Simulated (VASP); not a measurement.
# Sn (Cmcm) in VASP: further runs

Runs on Sn. Level: PBEsol. Tasks: single point.

Everything below comes from runs of VASP 6.6.1. Logs are shortened: lines on timing, memory, paths and dates and some standing lists are left out, and cuts for length are marked.

### Step 1. The cell of the first run

The structure is orthorhombic, space group Cmcm (No. 63). The conventional cell has a = 3.745 Å, b = 5.296 Å, c = 5.296 Å, α = 90.00°, β = 90.00°, γ = 90.00°. Within 4.3 Å of Sn (site symmetry m2m) lie 14 Sn at 3.24 to 4.27 Å.

### Step 2. Single point, PBEsol (atoms displaced along a vibrational mode)

The input, INCAR:

```
SYSTEM = Sn
  ALGO = Fast
  EDIFF = 1E-6
  ENCUT = 520
  GGA = PS
  ISIF = 2
  ISMEAR = 0
  LASPH = .TRUE.
  LCHARG = .FALSE.
  LREAL = .FALSE.
  LWAVE = .FALSE.
  NBANDS = 21
  NELM = 100
  PREC = Accurate
  SIGMA = 0.15
```

The input, KPOINTS:

```
k-points
0
G
  20 20 12
  0 0 0
```

The input, POSCAR:

```
Sn
1.0
   -1.8723950223      1.8723950223      1.8723950223
    1.8723950223     -1.8723950223      1.8723950223
    3.7447900446      3.7447900446      0.0000000000
Sn
2
Direct
    0.0660884510     -0.0660884510      0.0000000000
    0.4339115490      0.5660884510      0.5000000000
```

Potentials or basis: VASP PAW PBE potentials, release 64 (Sn_d).

Run with:

```console
> cat potpaw_PBE.64/Sn_d/POTCAR > POTCAR
> mpirun -np 1 vasp_std > vasp.out
```

OUTCAR:

```text
SYSTEM = Sn
   EDIFF = 1E-6
   ENCUT = 520
   GGA = PS
   ISIF = 2
   ISMEAR = 0
   LASPH = .TRUE.
   LREAL = .FALSE.
   NELM = 100
   PREC = Accurate

 ion  position               nearest neighbor table
   1  0.066  0.934  0.000-   2 3.29   2 3.29   2 3.32   2 3.32   2 3.32   2 3.32
   2  0.434  0.566  0.500-   1 3.29   1 3.29   1 3.32   1 3.32   1 3.32   1 3.32

  LATTYP: Found a base centered orthorhombic cell.
 ALAT       =     3.7447900446
 B/A-ratio  =     1.4142135624
 C/A-ratio  =     1.4142135624

  Lattice vectors:

 A1 = (  -1.8723950223,   1.8723950223,   1.8723950223)
 A2 = (   1.8723950223,  -1.8723950223,   1.8723950223)
 A3 = (   3.7447900446,   3.7447900446,   0.0000000000)

Analysis of symmetry for initial positions (statically):
=====================================================================
 Subroutine PRICEL returns:
 Original cell was already a primitive cell.

 Routine SETGRP: Setting up the symmetry group for a
 base centered orthorhombic supercell.

 Subroutine GETGRP returns: Found  8 space group operations
 (whereof  4 operations were pure point group operations)
 out of a pool of  8 trial point group operations.

The static configuration has the point symmetry C_2v.
 The point group associated with its full space group is D_2h.

Analysis of symmetry for dynamics (positions and initial velocities):
=====================================================================
 Subroutine PRICEL returns:
 Original cell was already a primitive cell.

 Routine SETGRP: Setting up the symmetry group for a
 base centered orthorhombic supercell.

 Subroutine GETGRP returns: Found  8 space group operations
 (whereof  4 operations were pure point group operations)
 out of a pool of  8 trial point group operations.

The dynamic configuration has the point symmetry C_2v.
 The point group associated with its full space group is D_2h.

 Subroutine INISYM returns: Found  8 space group operations
 (whereof  4 operations are pure point group operations),
 and found     1 'primitive' translations

----------------------------------------------------------------------------------------

                                     Primitive cell

  volume of cell :      52.5149

  direct lattice vectors                    reciprocal lattice vectors
    -1.872395022  1.872395022  1.872395022    -0.133518834  0.133518834  0.267037668
     1.872395022 -1.872395022  1.872395022     0.133518834 -0.133518834  0.267037668
[... 78 lines left out ...]
   ICHARG =      2    charge: 1-file 2-atom 10-const
   ISPIN  =      1    spin polarized calculation?
   LNONCOLLINEAR =      F non collinear calculations
   LSORBIT =      F    spin-orbit coupling
   LASPH  =      T    aspherical Exc in radial PAW
   ENCUT  =  520.0 eV  38.22 Ry    6.18 a.u.   6.03  6.03  9.85*2*pi/ulx,y,z
   NELM   =    100;   NELMIN=  2; NELMDL= -5     # of ELM steps
   EDIFF  = 0.1E-05   stopping-criterion for ELM
   LREAL  =      F    real-space projection
   EDIFFG = 0.1E-04   stopping-criterion for IOM
   NSW    =      0    number of steps for IOM
   IBRION =     -1    ionic relax: 0-MD 1-quasi-New 2-CG
   NFREE  =      0    steps in history (QN), initial steepest desc. (CG)
   ISIF   =      2    stress and relaxation
   ISYM   =      2    0-nonsym 1-usesym 2-fastsym
   POTIM  = 0.5000    time-step for ionic-motion
   TEBEG  =    0.0;   TEEND  =   0.0 temperature during run
   PSTRESS=    0.0 pullay stress
   NELECT =      28.0000    total number of electrons
   NUPDOWN=      -1.0000    fix difference up-down
   EMIN   =  10.00;   EMAX   =-10.00  energy-range for DOS
   EFERMI =   0.00;   METHOD = LEGACY
   ISMEAR =     0;   SIGMA  =   0.15  broadening in eV -4-tet -1-fermi 0-gaus
   EFERMI_NEDOS =   21; number of points for ismear=-14 and -15
   IALGO  =     68    algorithm
   IMIX   =      4    mixing-type and parameters
     AMIX     =   0.40;   BMIX     =  1.00
     AMIX_MAG =   1.60;   BMIX_MAG =  1.00
  volume/ion in A,a.u.               =      26.26       177.19
  Fermi-wavevector in a.u.,A,eV,Ry     =   1.327496  2.508605 23.976824  1.762247
  Thomas-Fermi vector in A             =   2.456804
   LORBIT       =      0    0 simple, 1 ext, 2 COOP (PROOUT), +10 PAW based schemes
   GGA     = PS    functional components
   LHFCALC =     F    Hartree Fock is set to
   AEXX    =    0.0000 exact exchange contribution
   IVDW    =     0    specifies the selected vdW correction
   LEPSILON=     F    determine dielectric tensor
   LRPA    =     F    only Hartree local field effects (RPA)
 non-spin polarized calculation
 RMM-DIIS sequential band-by-band and
 Gauss-broadening in eV      SIGMA  =   0.15
  energy-cutoff  :      520.00
  volume of cell :       52.51
 maximum number of plane-waves:      1434
   NGX = 13   NGY = 13   NGZ = 19

 number of electron      28.0000009 magnetization

 Free energy of the ion-electron system (eV)
  ---------------------------------------------------
  ext. energy  EPLUGINS =         0.00000000
  ---------------------------------------------------
  free energy    TOTEN  =        -8.45938172 eV

  energy without entropy =       -8.44732522  energy(sigma->0) =       -8.45335347

 E-fermi :   8.3566     XC(G=0): -10.6613

 val. band max:        8.3558040046   @ k =   0.5000   0.3000   0.4167
 cond. band min:       8.3570990879   @ k =  -0.2500   0.1000   0.1667
 fundamental gap:      0.0012950833
 Fermi energy:         8.3565742174

 k-point     1 :       0.0000    0.0000    0.0000
  band No.  band energies     occupation
      1     -13.1598      2.00000
      2     -13.1276      2.00000
      3     -13.1017      2.00000
      4     -13.0837      2.00000
      5     -13.0675      2.00000
      6     -13.0182      2.00000
[... 565 lines left out ...]
     20      18.8160      0.00000
     21      19.5099      0.00000

 [... further k-points ...]
[... 5 lines left out ...]
  --------------------------------------------------------------------------------------
  -------------------------------------------------------------------------------------
  Total        0.0299745      0.0299745      0.0295113      0.0159506      0.0000000      0.0000000
  in kB        0.9144912      0.9144912      0.9003607      0.4866378      0.0000000      0.0000000
  external PRESSURE =       0.9097810 kB  Pullay stress =       0.0000000 kB

 VOLUME and BASIS-vectors are now :
 -----------------------------------------------------------------------------
  energy-cutoff  :      520.00
  volume of cell :       52.51
      direct lattice vectors                 reciprocal lattice vectors
    -1.872395022  1.872395022  1.872395022    -0.133518834  0.133518834  0.267037668
     1.872395022 -1.872395022  1.872395022     0.133518834 -0.133518834  0.267037668
     3.744790045  3.744790045  0.000000000     0.133518834  0.133518834  0.000000000

 POSITION                                       TOTAL-FORCE (eV/Angst)
 -----------------------------------------------------------------------------------
      1.62491     -1.62491      1.87240         0.033536     -0.033536      0.000000
      2.11988      1.62491      1.87240        -0.033536      0.033536      0.000000
 -----------------------------------------------------------------------------------
    total drift:                                0.000000      0.000000      0.000000

  FREE ENERGIE OF THE ION-ELECTRON SYSTEM (eV)
  ---------------------------------------------------
  free  energy   TOTEN  =        -8.4593817241 eV

  energy  without entropy=       -8.4473252204  energy(sigma->0) =       -8.45335347
```

It took 3.9 min on 1 thread of Intel Xeon 6975P-C (Granite Rapids), shared host; peak memory 0.69 GiB.

Results:

| Quantity | Value |
| --- | --- |
| Free energy | -8.4594 eV |
| Pressure | 0.1 GPa |
| Largest force | 0.047 eV/Å |
| Band gap on the k mesh | zero (bands 14 and 15 overlap by 6.66 eV) |

Forces on the atoms (eV/Å):
```
Sn   0.034 -0.034  0.000
Sn  -0.034  0.034  0.000
```

Caveat: the cell differs from its parent crystal (atoms displaced along a vibrational mode); the PAW data sets were made with another functional, which shifts forces and pressure a little; spin-orbit coupling is left out, which moves the levels of the heavy elements.

### Step 3. Single point, PBEsol

The input, INCAR:

```
SYSTEM = Sn
  PREC = Accurate
  ENCUT = 520
  EDIFF = 1E-6
  ISMEAR = 0
  SIGMA = 0.15
  LREAL = .FALSE.
  LASPH = .TRUE.
  NELM = 80
  ALGO = Fast
  ISIF = 2
  LWAVE = .FALSE.
  LCHARG = .TRUE.
  GGA = PS
  LELF = .TRUE.
  LVHAR = .TRUE.
  NBANDS = 21
```

The input, KPOINTS:

```
regular mesh
0
G
  20 20 12
  0 0 0
```

The input, POSCAR:

```
Sn
1.0
   -1.8723950223      1.8723950223      1.8723950223
    1.8723950223     -1.8723950223      1.8723950223
    3.7447900446      3.7447900446      0.0000000000
Sn
2
Direct
    0.0472060364     -0.0472060364      0.0000000000
    0.4527939636      0.5472060364      0.5000000000
```

Potentials or basis: VASP PAW PBE potentials, release 64 (Sn_d).

Run with:

```console
> cat potpaw_PBE.64/Sn_d/POTCAR > POTCAR
> mpirun -np 1 vasp_std > vasp.out
```

It took 4.1 min on 1 thread of Intel Xeon 6975P-C (Granite Rapids), shared host; peak memory 0.69 GiB.

Results (log left out):

```
Free energy            : -8.4656 eV
Pressure               : -0.2 GPa
Largest force          : 0.017 eV/Å
Band gap on the k mesh : zero (bands 14 and 15 overlap by 6.61 eV)
```

Forces on the atoms (eV/Å):
```
Sn   0.012 -0.012  0.000
Sn  -0.012  0.012  0.000
```

Stress tensor (GPa, compression positive):
```
-0.19 -0.08  0.00
-0.08 -0.19  0.00
 0.00  0.00 -0.14
```

Levels at points of the mesh, in eV from the Fermi level:
```
           k point  band 12  band 13  band 14  band 15  band 16  band 17
(0.00, 0.00, 0.00)    -6.45    -4.62     3.96     5.49     7.10     7.42
(0.50, 0.00, 0.00)    -6.79    -2.09    -1.53    -0.83     0.52     3.64
(0.50, 0.50, 0.00)    -4.97    -2.02    -0.56    -0.50    -0.21     2.87
(0.00, 0.00, 0.50)    -9.95     1.58     1.58     5.38     5.38     6.61
(0.50, 0.00, 0.50)    -6.53    -4.52    -4.52     3.92     3.92     5.31
(0.50, 0.50, 0.50)    -5.09    -3.38    -3.38     1.01     1.01     2.77
```

Caveat: the PAW data sets were made with another functional, which shifts forces and pressure a little; spin-orbit coupling is left out, which moves the levels of the heavy elements.
